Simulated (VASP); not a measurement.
# SiC (ref) (P6_3mc) in VASP: further runs

The runs below take SiC (ref) through single point, relaxation of cell and atoms, with r2SCAN.

Everything below comes from runs of VASP 6.6.1. Logs are shortened: lines on timing, memory, paths and dates and some standing lists are left out, and cuts for length are marked.

### Step 1. The cell of the first run

It takes space group P6_3mc (No. 186, hexagonal). The conventional cell has a = 3.075 Å, b = 3.075 Å, c = 5.049 Å, α = 90.00°, β = 90.00°, γ = 120.00°. Within 2.4 Å of Si (site symmetry 3m) lie 4 C at 1.79 to 2.27 Å. C (site symmetry 3m) has 4 Si at 1.79 to 2.27 Å within 2.4 Å.

### Step 2. Single point, r2SCAN

Contents of POSCAR:

```
SiC
1.0
    3.0754668474      0.0000000000      0.0000000000
   -1.5377334237      2.6634324183      0.0000000000
    0.0000000000      0.0000000000      5.0485335429
Si C
2 2
Direct
    0.3333333333      0.6666666667     -0.0376598749
    0.6666666667      0.3333333333      0.4623401251
    0.3333333333      0.6666666667      0.4126598749
    0.6666666667      0.3333333333      0.9126598749
```

Contents of INCAR.step1:

```
PREC = Accurate ; ENCUT = 520
ISMEAR = 0 ; SIGMA = 0.01
LREAL = False ; LASPH = True
NELM = 60 ; NBANDS = 16
GGA = PE ; ALGO = Normal
EDIFF = 1E-4 ; LWAVE = True
LCHARG = False
```

Contents of INCAR.step2:

```
PREC = Accurate ; ENCUT = 520
EDIFF = 1E-6 ; ISMEAR = 0
SIGMA = 0.01 ; LREAL = False
LASPH = True ; NELM = 60
ALGO = Normal ; ISIF = 2
LWAVE = False ; LCHARG = False
METAGGA = R2SCAN ; LMIXTAU = True
NBANDS = 16 ; ISTART = 1
```

Contents of KPOINTS:

```
Automatic mesh
0
Gamma
  12 12 6
```

Potentials or basis: VASP PAW PBE potentials, release 64 (Si, C).

On the command line:

```sh
cat potpaw_PBE.64/Si/POTCAR potpaw_PBE.64/C/POTCAR > POTCAR
cp INCAR.step1 INCAR
mpirun -np 1 vasp_std > vasp.out
cp INCAR.step2 INCAR
mpirun -np 1 vasp_std > vasp.out
```

OUTCAR:

```text
PREC = Accurate
   ENCUT = 520
   EDIFF = 1E-6
   ISMEAR = 0
   LREAL = False
   LASPH = True
   NELM = 60
   ISIF = 2
   METAGGA = R2SCAN
   ISTART = 1

 ion  position               nearest neighbor table
   1  0.333  0.667  0.962-   4 1.79   4 1.79   4 1.79   3 2.27   2 3.09   2 3.09   2 3.09   2 3.09
                             2 3.09   2 3.09
   2  0.667  0.333  0.462-   3 1.79   3 1.79   3 1.79   4 2.27   1 3.09   1 3.09   1 3.09   1 3.09
                             1 3.09   1 3.09
   3  0.333  0.667  0.413-   2 1.79   2 1.79   2 1.79   1 2.27
   4  0.667  0.333  0.913-   1 1.79   1 1.79   1 1.79   2 2.27

  LATTYP: Found a hexagonal cell.
 ALAT       =     3.0754668474
 C/A-ratio  =     1.6415503055

  Lattice vectors:

 A1 = (   3.0754668474,   0.0000000000,   0.0000000000)
 A2 = (  -1.5377334237,   2.6634324183,   0.0000000000)
 A3 = (   0.0000000000,   0.0000000000,   5.0485335429)

Analysis of symmetry for initial positions (statically):
=====================================================================
 Subroutine PRICEL returns:
 Original cell was already a primitive cell.

 Routine SETGRP: Setting up the symmetry group for a
 hexagonal supercell.

 Subroutine GETGRP returns: Found 12 space group operations
 (whereof  6 operations were pure point group operations)
 out of a pool of 24 trial point group operations.

The static configuration has the point symmetry C_3v.
 The point group associated with its full space group is C_6v.

Analysis of symmetry for dynamics (positions and initial velocities):
=====================================================================
 Subroutine PRICEL returns:
 Original cell was already a primitive cell.

 Routine SETGRP: Setting up the symmetry group for a
 hexagonal supercell.

 Subroutine GETGRP returns: Found 12 space group operations
 (whereof  6 operations were pure point group operations)
 out of a pool of 24 trial point group operations.

The dynamic configuration has the point symmetry C_3v.
 The point group associated with its full space group is C_6v.

 Subroutine INISYM returns: Found 12 space group operations
 (whereof  6 operations are pure point group operations),
 and found     1 'primitive' translations

----------------------------------------------------------------------------------------

                                     Primitive cell

  volume of cell :      41.3540

  direct lattice vectors                    reciprocal lattice vectors
     3.075466847  0.000000000  0.000000000     0.325153887  0.187727684  0.000000000
    -1.537733424  2.663432418  0.000000000     0.000000000  0.375455368  0.000000000
     0.000000000  0.000000000  5.048533543     0.000000000  0.000000000  0.198077321

  length of vectors
     3.075466847  3.075466847  5.048533543     0.375455368  0.375455368  0.198077321

  position of ions in fractional coordinates (direct lattice)
     0.333333333  0.666666667  0.962340125
     0.666666667  0.333333333  0.462340125
     0.333333333  0.666666667  0.412659875
     0.666666667  0.333333333  0.912659875

  ion indices of the primitive-cell ions
   primitive index   ion index
                 1           1
                 2           2
                 3           3
                 4           4

----------------------------------------------------------------------------------------

 KPOINTS: Automatic mesh

Automatic generation of k-mesh.
 Grid dimensions read from file:
 generate k-points for:   12   12    6

 Generating k-lattice:

  Cartesian coordinates                     Fractional coordinates (reciprocal lattice)
     0.027096157  0.015643974  0.000000000     0.083333333  0.000000000  0.000000000
     0.000000000  0.031287947  0.000000000     0.000000000  0.083333333  0.000000000
     0.000000000  0.000000000  0.033012887     0.000000000  0.000000000  0.166666667

  Length of vectors
     0.031287947  0.031287947  0.033012887

  Shift w.r.t. Gamma in fractional coordinates (k-lattice)
     0.000000000  0.000000000  0.000000000

 Subroutine IBZKPT returns following result:
 ===========================================

 Found     76 irreducible k-points:

 Following reciprocal coordinates:
            Coordinates               Weight
  0.000000  0.000000  0.000000      1.000000
  0.083333  0.000000  0.000000      6.000000
  0.166667  0.000000  0.000000      6.000000
  0.250000  0.000000  0.000000      6.000000
  0.333333  0.000000  0.000000      6.000000
  0.416667  0.000000  0.000000      6.000000
[... 16 lines left out ...]
  0.250000  0.000000  0.166667     12.000000
  0.333333  0.000000  0.166667     12.000000
 [... further k-points ...]
   k-points           NKPTS =     76   k-points in BZ     NKDIM =     76   number of bands    NBANDS=     16
   number of dos      NEDOS =    301   number of ions     NIONS =      4
   total plane-waves  NPLWV =  23040
   dimension x,y,z NGX =    24 NGY =   24 NGZ =   40
   dimension x,y,z NGXF=    48 NGYF=   48 NGZF=   80
   ions per type =               2   2
   NGX,Y,Z   is equivalent  to a cutoff of  12.97, 12.97, 13.17 a.u.
   NGXF,Y,Z  is equivalent  to a cutoff of  25.95, 25.95, 26.34 a.u.
 SYSTEM =  unknown system
   PREC   = accura    normal or accurate (medium, high low for compatibility)
   ISTART =      1    job   : 0-new  1-cont  2-samecut
   ICHARG =      0    charge: 1-file 2-atom 10-const
   ISPIN  =      1    spin polarized calculation?
   LNONCOLLINEAR =      F non collinear calculations
   LSORBIT =      F    spin-orbit coupling
   LASPH  =      T    aspherical Exc in radial PAW
   ENCUT  =  520.0 eV  38.22 Ry    6.18 a.u.   5.72  5.72  9.39*2*pi/ulx,y,z
   NELM   =     60;   NELMIN=  2; NELMDL=  0     # of ELM steps
   EDIFF  = 0.1E-05   stopping-criterion for ELM
   LREAL  =      F    real-space projection
   EDIFFG = 0.1E-04   stopping-criterion for IOM
   NSW    =      0    number of steps for IOM
   IBRION =     -1    ionic relax: 0-MD 1-quasi-New 2-CG
   NFREE  =      0    steps in history (QN), initial steepest desc. (CG)
   ISIF   =      2    stress and relaxation
   ISYM   =      2    0-nonsym 1-usesym 2-fastsym
   POTIM  = 0.5000    time-step for ionic-motion
   TEBEG  =    0.0;   TEEND  =   0.0 temperature during run
   PSTRESS=    0.0 pullay stress
   NELECT =      16.0000    total number of electrons
   NUPDOWN=      -1.0000    fix difference up-down
   EMIN   =  10.00;   EMAX   =-10.00  energy-range for DOS
   EFERMI =   0.00;   METHOD = LEGACY
   ISMEAR =     0;   SIGMA  =   0.01  broadening in eV -4-tet -1-fermi 0-gaus
   EFERMI_NEDOS =   21; number of points for ismear=-14 and -15
   IALGO  =     38    algorithm
   IMIX   =      4    mixing-type and parameters
     AMIX     =   0.40;   BMIX     =  1.00
     AMIX_MAG =   1.60;   BMIX_MAG =  1.00
  volume/ion in A,a.u.               =      10.34        69.77
  Fermi-wavevector in a.u.,A,eV,Ry     =   1.192913  2.254279 19.361659  1.423042
  Thomas-Fermi vector in A             =   2.328940
   LORBIT       =      0    0 simple, 1 ext, 2 COOP (PROOUT), +10 PAW based schemes
   METAGGA = R2SCAN    functional components
   LHFCALC =     F    Hartree Fock is set to
   AEXX    =    0.0000 exact exchange contribution
   IVDW    =     0    specifies the selected vdW correction
   LEPSILON=     F    determine dielectric tensor
   LRPA    =     F    only Hartree local field effects (RPA)
 non-spin polarized calculation
 Gauss-broadening in eV      SIGMA  =   0.01
  energy-cutoff  :      520.00
  volume of cell :       41.35
 maximum number of plane-waves:      1126
 NGX is ok and might be reduce to    24
   NGX = 11   NGY = 11   NGZ = 19

 number of electron      16.0000000 magnetization

 Free energy of the ion-electron system (eV)
  ---------------------------------------------------
  ext. energy  EPLUGINS =         0.00000000
  ---------------------------------------------------
  free energy    TOTEN  =       -37.25764607 eV

  energy without entropy =      -37.25764607  energy(sigma->0) =      -37.25764607

 E-fermi :   9.8240     XC(G=0): -11.9359

 val. band max:        9.7315012734   @ k =   0.0000   0.0000   0.0000
 cond. band min:      11.1186385385   @ k =   0.5000   0.0000   0.0000
 fundamental gap:      1.3871372651
 Fermi energy:         9.8240366492

 k-point     1 :       0.0000    0.0000    0.0000
  band No.  band energies     occupation
      1      -8.3020      2.00000
      2      -5.0366      2.00000
      3       0.0870      2.00000
      4       6.0452      2.00000
      5       6.0452      2.00000
      6       7.1977      2.00000
[... 8 lines left out ...]
     15      17.0483      0.00000
     16      20.0912      0.00000

 k-point     2 :       0.0833    0.0000    0.0000
  band No.  band energies     occupation
      1      -8.1766      2.00000
      2      -4.9276      2.00000
      3       0.2125      2.00000
      4       5.4102      2.00000
      5       5.8517      2.00000
      6       6.7649      2.00000
[... 8 lines left out ...]
     15      17.4226      0.00000
     16      19.6750      0.00000

 k-point     3 :       0.1667    0.0000    0.0000
  band No.  band energies     occupation
      1      -7.8038      2.00000
      2      -4.6090      2.00000
      3       0.5835      2.00000
      4       3.9582      2.00000
      5       5.4010      2.00000
      6       5.6743      2.00000
[... 8 lines left out ...]
     15      18.4193      0.00000
     16      19.3800      0.00000
[... 362 lines left out ...]
 k-point    23 :       0.2500    0.0000    0.1667
  band No.  band energies     occupation
      1      -7.0633      2.00000
      2      -4.4844      2.00000
      3       1.5732      2.00000
      4       2.6100      2.00000
      5       4.0398      2.00000
      6       4.9874      2.00000
[... 8 lines left out ...]
     15      19.2019      0.00000
     16      19.2686      0.00000

 k-point    24 :       0.3333    0.0000    0.1667
  band No.  band energies     occupation
      1      -6.2549      2.00000
      2      -3.8580      2.00000
      3       0.5890      2.00000
      4       2.5382      2.00000
      5       2.8021      2.00000
      6       4.5697      2.00000
[... 8 lines left out ...]
     15      19.4725      0.00000
     16      20.6429      0.00000

 [... further k-points ...]

------------------------ aborting loop because EDIFF is reached ----------------------------------------

  FORCE on cell =-STRESS in cart. coord.  units (eV):
  Direction    XX          YY          ZZ          XY          YZ          ZX
  --------------------------------------------------------------------------------------
  -------------------------------------------------------------------------------------
  Total        3.1176747      3.1176747     -0.4095382      0.0000000     -0.0000000      0.0000000
  in kB      120.7878917    120.7878917    -15.8667144      0.0000000     -0.0000000      0.0000000
  external PRESSURE =      75.2363563 kB  Pullay stress =       0.0000000 kB

 VOLUME and BASIS-vectors are now :
 -----------------------------------------------------------------------------
  energy-cutoff  :      520.00
  volume of cell :       41.35
      direct lattice vectors                 reciprocal lattice vectors
     3.075466847  0.000000000  0.000000000     0.325153887  0.187727684  0.000000000
    -1.537733424  2.663432418  0.000000000     0.000000000  0.375455368  0.000000000
     0.000000000  0.000000000  5.048533543     0.000000000  0.000000000  0.198077321

 POSITION                                       TOTAL-FORCE (eV/Angst)
 -----------------------------------------------------------------------------------
     -0.00000      1.77562      4.85841        -0.000000      0.000000      2.229326
      1.53773      0.88781      2.33414         0.000000     -0.000000      2.229326
     -0.00000      1.77562      2.08333         0.000000     -0.000000     -2.229326
      1.53773      0.88781      4.60759        -0.000000      0.000000     -2.229326
 -----------------------------------------------------------------------------------
    total drift:                               -0.000000     -0.000000     -0.001679

  FREE ENERGIE OF THE ION-ELECTRON SYSTEM (eV)
  ---------------------------------------------------
  free  energy   TOTEN  =       -37.2576460696 eV

  energy  without entropy=      -37.2576460696  energy(sigma->0) =      -37.25764607
```

Wall time 73 s (1 thread of Intel Xeon 6975P-C (Granite Rapids), shared host); peak memory 0.18 GiB.

Results:

```
Free energy            : -37.2576 eV
Pressure               : 7.5 GPa
Largest force          : 2.229 eV/Å
Band gap on the k mesh : 1.39 eV, indirect (least direct gap 3.63 eV)
```

Forces on the atoms (eV/Å):
```
Si   0.000  0.000  2.229
Si   0.000  0.000  2.229
C    0.000  0.000 -2.229
C    0.000  0.000 -2.229
```

Stress tensor (GPa, compression positive):
```
12.08  0.00  0.00
 0.00 12.08  0.00
 0.00  0.00 -1.59
```

Levels at points of the mesh, in eV from the valence-band top:
```
           k point  band 6  band 7  band 8  band 9  band 10  band 11
(0.00, 0.00, 0.00)   -2.53   -2.53    0.00    3.65     4.72     5.50
(0.50, 0.00, 0.00)   -5.62   -3.81   -3.74    1.39     3.77     5.23
(0.00, 0.00, 0.50)   -3.15   -3.15   -3.15    4.81     4.81     6.08
(0.50, 0.00, 0.50)   -4.84   -2.94   -2.94    2.19     2.19     3.22
```

Caveat: the PAW data sets were made with another functional, which shifts forces and pressure a little. A k mesh can miss the band edges.

(Continued in part 2 of 2.)
